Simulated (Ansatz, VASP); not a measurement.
**One calculation of ZnS, two programs**

```
CELL_PARAMETERS angstrom
0.00000 2.69445 2.69445
2.69445 0.00000 2.69445
2.69445 2.69445 0.00000
ATOMIC_POSITIONS crystal
Zn 0.00000 0.00000 0.00000
S 0.25000 0.25000 0.25000
```

Alike in both runs: functional r2SCAN; k mesh 12 × 12 × 12; occupations fermi-dirac, width 0.05 eV; no spin polarisation.

Ansatz relaxed the structure, and its values are those at the end. VASP's run is a single point on that final structure, the one shown.

```csv
,VASP,Ansatz
version,VASP 6.6.1,Ansatz 0.2.0
potentials or method,"VASP PAW PBE potentials, release 64 (Zn, S)","PAW with Ansatz's default frozen-core files, scalar-relativistic"
plane-wave cutoff (eV),520,500
valence electrons in the cell,18,18
```

```csv
,VASP,Ansatz,Ansatz less VASP
pressure (GPa),0.0,0.0,-0.03
```

VASP's potentials were made for PBE, not for r2SCAN.
